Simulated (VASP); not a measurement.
# CoPt2O2 in VASP: settings compared, part 2 of 2

VASP 6.6.1. Earlier steps stand in the parts before.

## Step 5: Single point, PBEsol

Input file INCAR:

```
PREC = Accurate
ENCUT = 520
EDIFF = 1E-6
ISMEAR = 0
SIGMA = 0.1
LREAL = F
LASPH = T
NELM = 80
ALGO = Normal
ISIF = 2
LWAVE = F
LCHARG = F
GGA = PS
NBANDS = 28
```

Input file KPOINTS:

```
regular mesh
0
Gamma
  12 12 1
```

Input file POSCAR:

```
CoPt2O2
1.0
    2.8101831225      0.0000000000      0.0000000000
   -1.4050915612      2.4336899733      0.0000000000
    0.0000000000      0.0000000000     20.8988731690
Pt O Co
2 2 1
Direct
    0.6666666667      0.3333333333      0.3588710233
    0.3333333333      0.6666666667      0.6411289767
    0.6666666667      0.3333333333      0.4539101518
    0.3333333333      0.6666666667      0.5460898482
    0.0000000000      0.0000000000      0.5000000000
```

Potentials or basis: VASP PAW PBE potentials, release 64 (Pt, O, Co).

On the command line:

```bash
cat potpaw_PBE.64/Pt/POTCAR potpaw_PBE.64/O/POTCAR potpaw_PBE.64/Co/POTCAR > POTCAR
mpirun -np 1 vasp_std > vasp.out
```

OUTCAR:

```text
PREC = Accurate
   ENCUT = 520
   EDIFF = 1E-6
   ISMEAR = 0
   LREAL = F
   LASPH = T
   NELM = 80
   ISIF = 2
   GGA = PS

 ion  position               nearest neighbor table
   1  0.667  0.333  0.359-   3 1.99
   2  0.333  0.667  0.641-   4 1.99
   3  0.667  0.333  0.454-   5 1.89   5 1.89   5 1.89   1 1.99
   4  0.333  0.667  0.546-   5 1.89   5 1.89   5 1.89   2 1.99
   5  0.000  0.000  0.500-   3 1.89   4 1.89   4 1.89   3 1.89   3 1.89   4 1.89

  LATTYP: Found a hexagonal cell.
 ALAT       =     2.8101831225
 C/A-ratio  =     7.4368367676

  Lattice vectors:

 A1 = (   2.8101831225,   0.0000000000,   0.0000000000)
 A2 = (  -1.4050915612,   2.4336899733,   0.0000000000)
 A3 = (   0.0000000000,   0.0000000000,  20.8988731690)

Analysis of symmetry for initial positions (statically):
=====================================================================
 Subroutine PRICEL returns:
 Original cell was already a primitive cell.

[... 166 lines left out ...]
  free energy    TOTEN  =       -32.89385187 eV

  energy without entropy =      -32.85877950  energy(sigma->0) =      -32.87631568

 E-fermi :   0.3233     XC(G=0):  -6.0066

 val. band max:        0.3170317237   @ k =   0.2500   0.1667   0.0000
 cond. band min:       0.3245715159   @ k =   0.3333   0.1667   0.0000
 fundamental gap:      0.0075397922
 Fermi energy:         0.3232951187

 k-point     1 :       0.0000    0.0000    0.0000
  band No.  band energies     occupation
      1     -21.3195      2.00000
      2     -19.6215      2.00000
      3      -8.8860      2.00000
      4      -6.8211      2.00000
      5      -6.5395      2.00000
      6      -6.2933      2.00000
[... 578 lines left out ...]
     27       7.9889      0.00000
     28       8.0282      0.00000

------------------------ aborting loop because EDIFF is reached ----------------------------------------

  FORCE on cell =-STRESS in cart. coord.  units (eV):
  Direction    XX          YY          ZZ          XY          YZ          ZX
  --------------------------------------------------------------------------------------
  -------------------------------------------------------------------------------------
  Total       -4.1582365     -4.1582365      4.1952622     -0.0000000      0.0000000      0.0000000
  in kB      -46.6119240    -46.6119239     47.0269649     -0.0000000      0.0000000      0.0000000
  external PRESSURE =     -15.3989610 kB  Pullay stress =       0.0000000 kB

 VOLUME and BASIS-vectors are now :
 -----------------------------------------------------------------------------
  energy-cutoff  :      520.00
  volume of cell :      142.93
      direct lattice vectors                 reciprocal lattice vectors
     2.810183122  0.000000000  0.000000000     0.355848696  0.205449340  0.000000000
    -1.405091561  2.433689973  0.000000000     0.000000000  0.410898681  0.000000000
     0.000000000  0.000000000 20.898873169     0.000000000  0.000000000  0.047849470

 POSITION                                       TOTAL-FORCE (eV/Angst)
 -----------------------------------------------------------------------------------
      1.40509      0.81123      7.50000         0.000000     -0.000000     -0.793376
     -0.00000      1.62246     13.39887        -0.000000      0.000000      0.793376
      1.40509      0.81123      9.48621         0.000000     -0.000000      0.254758
     -0.00000      1.62246     11.41266        -0.000000      0.000000     -0.254758
      0.00000      0.00000     10.44944         0.000000      0.000000     -0.000000
 -----------------------------------------------------------------------------------
    total drift:                                0.000000      0.000000      0.000000

  FREE ENERGIE OF THE ION-ELECTRON SYSTEM (eV)
  ---------------------------------------------------
  free  energy   TOTEN  =       -32.8938518690 eV

  energy  without entropy=      -32.8587795005  energy(sigma->0) =      -32.87631568
```

It took 4.3 min on 1 thread of Intel Xeon 8259CL, shared host; peak memory 0.33 GiB.

Results:

- Free energy: -32.8939 eV
- Largest force: 0.793 eV/Å
- Band gap on the k mesh: zero (an odd number of electrons rules out a gap without spin polarisation)

Forces in eV/Å, atoms in the order of the input:
```
Pt   0.000  0.000 -0.793
Pt   0.000  0.000  0.793
O    0.000  0.000  0.255
O    0.000  0.000 -0.255
Co   0.000  0.000  0.000
```

Caveat: there is no dipole correction, which matters where the two faces differ; the PAW data sets were made with another functional, which shifts forces and pressure a little; spin-orbit coupling is left out, which moves the levels of the heavy elements; an odd number of electrons without spin polarisation forces a metal; a magnetic or distorted state may lie lower; the run has no spin polarisation, though such a crystal can be magnetic.

## Step 6: Single point, PBE

Input file INCAR:

```
SYSTEM = CoPt2O2
PREC     = Accurate       ! precision mode
ENCUT    = 520            ! plane-wave cutoff, eV
EDIFF    = 1E-7           ! SCF threshold, eV
ISMEAR   = 0              ! smearing method
SIGMA    = 0.1            ! smearing width, eV
LREAL    = .FALSE.        ! projectors in reciprocal space
LASPH    = .TRUE.         ! aspherical terms in the spheres
NELM     = 60             ! most SCF steps
ALGO     = Normal         ! electronic algorithm
ISIF     = 2              ! what is computed and relaxed
LWAVE    = .FALSE.        ! write WAVECAR
LCHARG   = .FALSE.        ! write CHGCAR
LDIPOL   = .TRUE.       
IDIPOL   = 3            
DIPOL    = 0.5 0.5 0.500
GGA      = PE             ! functional
NBANDS   = 28             ! bands
```

Input file KPOINTS:

```
regular mesh
0
G
  12 12 1
  0 0 0
```

POSCAR is that of step 5.

Potentials or basis: VASP PAW PBE potentials, release 64 (Pt, O, Co).

On the command line:

```bash
cat potpaw_PBE.64/Pt/POTCAR potpaw_PBE.64/O/POTCAR potpaw_PBE.64/Co/POTCAR > POTCAR
mpirun -np 1 vasp_std > vasp.out
```

OUTCAR:

```text
SYSTEM = CoPt2O2
   PREC = Accurate
   ENCUT = 520
   EDIFF = 1E-7
   ISMEAR = 0
   LREAL = .FALSE.
   LASPH = .TRUE.
   NELM = 60
   ISIF = 2
   GGA = PE

 ion  position               nearest neighbor table
   1  0.667  0.333  0.359-   3 1.99
   2  0.333  0.667  0.641-   4 1.99
   3  0.667  0.333  0.454-   5 1.89   5 1.89   5 1.89   1 1.99
   4  0.333  0.667  0.546-   5 1.89   5 1.89   5 1.89   2 1.99
   5  0.000  0.000  0.500-   3 1.89   4 1.89   4 1.89   3 1.89   3 1.89   4 1.89

  LATTYP: Found a hexagonal cell.
 ALAT       =     2.8101831225
 C/A-ratio  =     7.4368367676

  Lattice vectors:

 A1 = (   2.8101831225,   0.0000000000,   0.0000000000)
 A2 = (  -1.4050915612,   2.4336899733,   0.0000000000)
 A3 = (   0.0000000000,   0.0000000000,  20.8988731690)

Analysis of symmetry for initial positions (statically):
=====================================================================
 Subroutine PRICEL returns:
 Original cell was already a primitive cell.

 Routine SETGRP: Setting up the symmetry group for a
 hexagonal supercell.

 Subroutine GETGRP returns: Found 12 space group operations
 (whereof 12 operations were pure point group operations)
 out of a pool of 24 trial point group operations.

The static configuration has the point symmetry D_3d.

Analysis of symmetry for dynamics (positions and initial velocities):
=====================================================================
 Subroutine PRICEL returns:
 Original cell was already a primitive cell.

 Routine SETGRP: Setting up the symmetry group for a
 hexagonal supercell.

 Subroutine GETGRP returns: Found 12 space group operations
 (whereof 12 operations were pure point group operations)
 out of a pool of 24 trial point group operations.

The dynamic configuration has the point symmetry D_3d.

 Subroutine INISYM returns: Found 12 space group operations
 (whereof 12 operations are pure point group operations),
 and found     1 'primitive' translations

----------------------------------------------------------------------------------------

                                     Primitive cell

  volume of cell :     142.9298

  direct lattice vectors                    reciprocal lattice vectors
     2.810183122  0.000000000  0.000000000     0.355848696  0.205449340  0.000000000
    -1.405091561  2.433689973  0.000000000     0.000000000  0.410898681  0.000000000
     0.000000000  0.000000000 20.898873169     0.000000000  0.000000000  0.047849470

  length of vectors
     2.810183122  2.810183122 20.898873169     0.410898681  0.410898681  0.047849470

  position of ions in fractional coordinates (direct lattice)
     0.666666667  0.333333333  0.358871023
     0.333333333  0.666666667  0.641128977
     0.666666667  0.333333333  0.453910152
     0.333333333  0.666666667  0.546089848
     0.000000000  0.000000000  0.500000000

  ion indices of the primitive-cell ions
   primitive index   ion index
                 1           1
                 2           2
                 3           3
                 4           4
                 5           5

[... 45 lines left out ...]
  0.333333  0.250000  0.000000     12.000000
  0.333333  0.333333  0.000000      2.000000
   k-points           NKPTS =     19   k-points in BZ     NKDIM =     19   number of bands    NBANDS=     28
   number of dos      NEDOS =    301   number of ions     NIONS =      5
   total plane-waves  NPLWV =  92160
   dimension x,y,z NGX =    24 NGY =   24 NGZ =  160
   dimension x,y,z NGXF=    48 NGYF=   48 NGZF=  320
   ions per type =               2   2   1
   NGX,Y,Z   is equivalent  to a cutoff of  14.20, 14.20, 12.73 a.u.
   NGXF,Y,Z  is equivalent  to a cutoff of  28.40, 28.40, 25.46 a.u.
 SYSTEM =  CoPt2O2
   PREC   = accura    normal or accurate (medium, high low for compatibility)
   ISTART =      0    job   : 0-new  1-cont  2-samecut
   ICHARG =      2    charge: 1-file 2-atom 10-const
   ISPIN  =      1    spin polarized calculation?
   LNONCOLLINEAR =      F non collinear calculations
   LSORBIT =      F    spin-orbit coupling
   LASPH  =      T    aspherical Exc in radial PAW
   ENCUT  =  520.0 eV  38.22 Ry    6.18 a.u.   5.23  5.23 38.86*2*pi/ulx,y,z
   NELM   =     60;   NELMIN=  2; NELMDL= -5     # of ELM steps
   EDIFF  = 0.1E-06   stopping-criterion for ELM
   LREAL  =      F    real-space projection
   EDIFFG = 0.1E-05   stopping-criterion for IOM
   NSW    =      0    number of steps for IOM
   IBRION =     -1    ionic relax: 0-MD 1-quasi-New 2-CG
   NFREE  =      0    steps in history (QN), initial steepest desc. (CG)
   ISIF   =      2    stress and relaxation
   ISYM   =      2    0-nonsym 1-usesym 2-fastsym
   POTIM  = 0.5000    time-step for ionic-motion
   TEBEG  =    0.0;   TEEND  =   0.0 temperature during run
   PSTRESS=    0.0 pullay stress
   NELECT =      41.0000    total number of electrons
   NUPDOWN=      -1.0000    fix difference up-down
   EMIN   =  10.00;   EMAX   =-10.00  energy-range for DOS
   EFERMI =   0.00;   METHOD = LEGACY
   ISMEAR =     0;   SIGMA  =   0.10  broadening in eV -4-tet -1-fermi 0-gaus
   EFERMI_NEDOS =   21; number of points for ismear=-14 and -15
   IALGO  =     38    algorithm
   IMIX   =      4    mixing-type and parameters
     AMIX     =   0.40;   BMIX     =  1.00
     AMIX_MAG =   1.60;   BMIX_MAG =  1.00
  volume/ion in A,a.u.               =      28.59       192.91
  Fermi-wavevector in a.u.,A,eV,Ry     =   1.079680  2.040300 15.860443  1.165710
  Thomas-Fermi vector in A             =   2.215652
   LORBIT       =      0    0 simple, 1 ext, 2 COOP (PROOUT), +10 PAW based schemes
   GGA     = PE    functional components
   LHFCALC =     F    Hartree Fock is set to
   AEXX    =    0.0000 exact exchange contribution
   IVDW    =     0    specifies the selected vdW correction
   LEPSILON=     F    determine dielectric tensor
   LRPA    =     F    only Hartree local field effects (RPA)
 non-spin polarized calculation
 Gauss-broadening in eV      SIGMA  =   0.10
  energy-cutoff  :      520.00
  volume of cell :      142.93
 maximum number of plane-waves:      3876
 NGX is ok and might be reduce to    24
   NGX = 11   NGY = 11   NGZ = 77

 dipolmoment           0.000000      0.000000      0.000000 electrons x Angstroem

 number of electron      41.0000004 magnetization

 dipolmoment           0.000000      0.000000     -0.000000 electrons x Angstroem

 Free energy of the ion-electron system (eV)
  ---------------------------------------------------
  ext. energy  EPLUGINS =         0.00000000
  ---------------------------------------------------
  free energy    TOTEN  =       -30.01298720 eV

  energy without entropy =      -29.97568509  energy(sigma->0) =      -29.99433614

 E-fermi :   0.4792     XC(G=0):  -5.9409

 val. band max:        0.4763197819   @ k =   0.2500   0.1667   0.0000
 cond. band min:       0.4850131260   @ k =   0.3333   0.1667   0.0000
 fundamental gap:      0.0086933442
 Fermi energy:         0.4791936453

 k-point     1 :       0.0000    0.0000    0.0000
  band No.  band energies     occupation
      1     -21.2169      2.00000
      2     -19.5529      2.00000
      3      -8.6631      2.00000
      4      -6.6083      2.00000
      5      -6.3366      2.00000
      6      -6.1035      2.00000
[... 578 lines left out ...]
     27       8.1851      0.00000
     28       8.2255      0.00000

------------------------ aborting loop because EDIFF is reached ----------------------------------------

 vacuum level on the upper side and lower side of the slab       (xc-potential included)        -0.008        -0.008

  FORCE on cell =-STRESS in cart. coord.  units (eV):
  Direction    XX          YY          ZZ          XY          YZ          ZX
  --------------------------------------------------------------------------------------
  -------------------------------------------------------------------------------------
  Total       -0.6504036     -0.6504036      7.0009186     -0.0000000      0.0000000      0.0000000
  in kB       -7.2907258     -7.2907258     78.4770861     -0.0000000      0.0000000      0.0000000
  external PRESSURE =      21.2985448 kB  Pullay stress =       0.0000000 kB

 VOLUME and BASIS-vectors are now :
 -----------------------------------------------------------------------------
  energy-cutoff  :      520.00
  volume of cell :      142.93
      direct lattice vectors                 reciprocal lattice vectors
     2.810183122  0.000000000  0.000000000     0.355848696  0.205449340  0.000000000
    -1.405091561  2.433689973  0.000000000     0.000000000  0.410898681  0.000000000
     0.000000000  0.000000000 20.898873169     0.000000000  0.000000000  0.047849470

 POSITION                                       TOTAL-FORCE (eV/Angst)
 -----------------------------------------------------------------------------------
      1.40509      0.81123      7.50000        -0.000000     -0.000000     -1.255544
     -0.00000      1.62246     13.39887        -0.000000      0.000000      1.255544
      1.40509      0.81123      9.48621        -0.000000      0.000000      0.167948
     -0.00000      1.62246     11.41266         0.000000     -0.000000     -0.167948
      0.00000      0.00000     10.44944        -0.000000      0.000000     -0.000000
 -----------------------------------------------------------------------------------
    total drift:                                0.000000     -0.000000      0.000000

  FREE ENERGIE OF THE ION-ELECTRON SYSTEM (eV)
  ---------------------------------------------------
  free  energy   TOTEN  =       -30.0129872017 eV

  energy  without entropy=      -29.9756850876  energy(sigma->0) =      -29.99433614

 vacuum level on the upper side and lower side of the slab         5.787         5.787
```

Wall time 4.8 min (1 thread of Intel Xeon 8259CL, shared host); peak memory 0.33 GiB.

What came out:

```yaml
Free_energy: -30.0130 eV
Largest_force: 1.256 eV/Å
Band_gap_on_the_k_mesh: zero (an odd number of electrons rules out a gap without spin polarisation)
```

Forces on the atoms (eV/Å):
```
Pt   0.000  0.000 -1.256
Pt   0.000  0.000  1.256
O    0.000  0.000  0.168
O    0.000  0.000 -0.168
Co   0.000  0.000  0.000
```

Caveat: spin-orbit coupling is left out, which moves the levels of the heavy elements; an odd number of electrons without spin polarisation forces a metal; a magnetic or distorted state may lie lower; the run has no spin polarisation, though such a crystal can be magnetic. Spin polarisation is off, so any magnetic state and its effect on volume and gap are missing.

## Step 7: Overview

| level | cell | smearing | dipole correction | gap on the mesh (eV) | largest force (eV/Å) |
| --- | --- | --- | --- | --- | --- |
| PBEsol | a = 2.810, b = 2.810, c = 20.899 Å, angles 90.0, 90.0, 120.0°, 5 atoms, atomic positions A | gaussian 0.1 eV | yes | none | 0.79 |
| PBEsol | a = 2.810, b = 2.810, c = 20.899 Å, angles 90.0, 90.0, 120.0°, 5 atoms, atomic positions B | gaussian 0.1 eV | yes | none | 0.01 |
| PBEsol | a = 2.810, b = 2.810, c = 20.899 Å, angles 90.0, 90.0, 120.0°, 5 atoms, atomic positions A | fermi-dirac 0.3 eV | yes | none | 1.00 |
| PBEsol | a = 2.810, b = 2.810, c = 20.899 Å, angles 90.0, 90.0, 120.0°, 5 atoms, atomic positions A | gaussian 0.1 eV | no | none | 0.79 |
| PBE | a = 2.810, b = 2.810, c = 20.899 Å, angles 90.0, 90.0, 120.0°, 5 atoms, atomic positions A | gaussian 0.1 eV | yes | none | 1.26 |

Alike in all rows: task single point; potentials or basis VASP PAW PBE potentials, release 64 (Pt, O, Co); no spin polarisation; k mesh 12 × 12 × 1; cutoff (eV) 520.

Caveats: spin-orbit coupling is left out, which moves the levels of the heavy elements; an odd number of electrons without spin polarisation forces a metal; a magnetic or distorted state may lie lower; the run has no spin polarisation, though such a crystal can be magnetic; the PAW data sets were made with another functional, which shifts forces and pressure a little (at least some runs); so wide a smearing shifts energies and pressures (at least some runs); there is no dipole correction, which matters where the two faces differ (at least some runs).

Total energies depend on the potentials used, so only differences within one code and one set of settings carry meaning.

The gap in the log of VASP goes by the Fermi energy; the results here count the filled bands.